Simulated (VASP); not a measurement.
Write the native input for VASP 6.6.1 that does the following.

| Quantity | Value |
| --- | --- |
| Task | single point |
| Functional | r2SCAN |
| Potentials or basis | VASP PAW PBE potentials, release 64 (Co) |
| Cutoff | 520 eV |
| k mesh | 13 × 13 × 13 |
| Occupations | fermi-dirac, width 0.1 eV |
| Spin | no spin polarisation |
| Dipole correction | no |
| Further INCAR settings | ALGO = Normal; EDIFF = 1e-06; NBANDS = 16 |

Co:

```xyz
2
Lattice="0.0000 2.4267 2.4267 2.4267 0.0000 2.4267 2.4267 2.4267 0.0000" Properties=species:S:1:pos:R:3 pbc="T T T"
Co    0.6067    0.6067    0.6067
Co    4.2468    4.2468    4.2468
```

This isn't the form of Co at room conditions, which is hcp.

The input as run:

POSCAR

```
Co
1.0
    0.0000000000      2.4267328772      2.4267328772
    2.4267328772      0.0000000000      2.4267328772
    2.4267328772      2.4267328772      0.0000000000
Co
2
Direct
    0.1250000000      0.1250000000      0.1250000000
    0.8750000000      0.8750000000      0.8750000000
```

INCAR.step1

```
PREC     = Accurate       # precision mode
ENCUT    = 520            # plane-wave cutoff, eV
ISMEAR   = -1             # smearing method
SIGMA    = 0.1            # smearing width, eV
LREAL    = False          # projectors in reciprocal space
LASPH    = True           # aspherical terms in the spheres
NELM     = 80             # most SCF steps
NBANDS   = 16             # bands
GGA      = PE             # functional
ALGO     = Normal         # electronic algorithm
EDIFF    = 1E-4           # SCF threshold, eV
LWAVE    = True           # write WAVECAR
LCHARG   = False          # write CHGCAR
```

INCAR.step2

```
PREC     = Accurate       # precision mode
ENCUT    = 520            # plane-wave cutoff, eV
EDIFF    = 1E-6           # SCF threshold, eV
ISMEAR   = -1             # smearing method
SIGMA    = 0.1            # smearing width, eV
LREAL    = False          # projectors in reciprocal space
LASPH    = True           # aspherical terms in the spheres
NELM     = 80             # most SCF steps
ALGO     = Normal         # electronic algorithm
ISIF     = 2              # what is computed and relaxed
LWAVE    = False          # write WAVECAR
LCHARG   = False          # write CHGCAR
METAGGA  = R2SCAN         # meta-GGA
LMIXTAU  = True         
NBANDS   = 16             # bands
ISTART   = 1
```

KPOINTS

```
regular mesh
0
Gamma
  13 13 13
```

Potentials or basis: VASP PAW PBE potentials, release 64 (Co).

Command:

```console
$ cat potpaw_PBE.64/Co/POTCAR > POTCAR
$ cp INCAR.step1 INCAR
$ mpirun -np 1 vasp_std > vasp.out
$ cp INCAR.step2 INCAR
$ mpirun -np 1 vasp_std > vasp.out
```

It gave:

```yaml
Pressure: -0.4 GPa
Band_gap_on_the_k_mesh: zero (bands 9 and 10 overlap by 0.88 eV)
```

Caveat: the PAW data sets were made with another functional, which shifts forces and pressure a little; the run has no spin polarisation, though such a crystal can be magnetic.

Wall time 89 s on 1 thread of AMD EPYC 9R45 96-Core Processor (Zen 5), on a shared host, peak memory 0.15 GiB.
